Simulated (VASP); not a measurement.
Input of a VASP 6.6.1 run:

File INCAR:

```
SYSTEM = Ge
PREC = Accurate
ENCUT = 520
EDIFF = 1E-6
ISMEAR = -1
SIGMA = 0.05
LREAL = .FALSE.
LASPH = .TRUE.
NELM = 100
ALGO = Normal
ISIF = 2
LWAVE = .FALSE.
LCHARG = .TRUE.
GGA = CA
LELF = .TRUE.
LVHAR = .TRUE.
NBANDS = 13
```

The input KPOINTS:

```
regular mesh
0
G
  11 11 10
  0 0 0
```

File POSCAR:

```
Ge
1.0
    1.3686277522     -2.5474293491      0.0000000000
    1.3686277522      2.5474293491      0.0000000000
    0.0000000000      0.0000000000      2.6431496057
Ge
1
Direct
    0.5000000000      0.5000000000      0.0000000000
```

Potentials or basis: VASP PAW LDA potentials, release 64 (Ge_d).

Launch:

```sh
$ cat potpaw_LDA.64/Ge_d/POTCAR > POTCAR
$ mpirun -np 1 vasp_std > vasp.out
```

**Question.** Predict the band gap on the k mesh.

**Answer.** Zero (band 7 reaches 13.54 eV, above the bottom of band 8 at 4.01 eV).

**Question.** What does it give for the pressure?

**Answer.** -1.8 GPa.

Stress tensor (GPa, compression positive):
```
-0.25  0.00  0.00
 0.00 -3.61  0.00
 0.00  0.00 -1.60
```
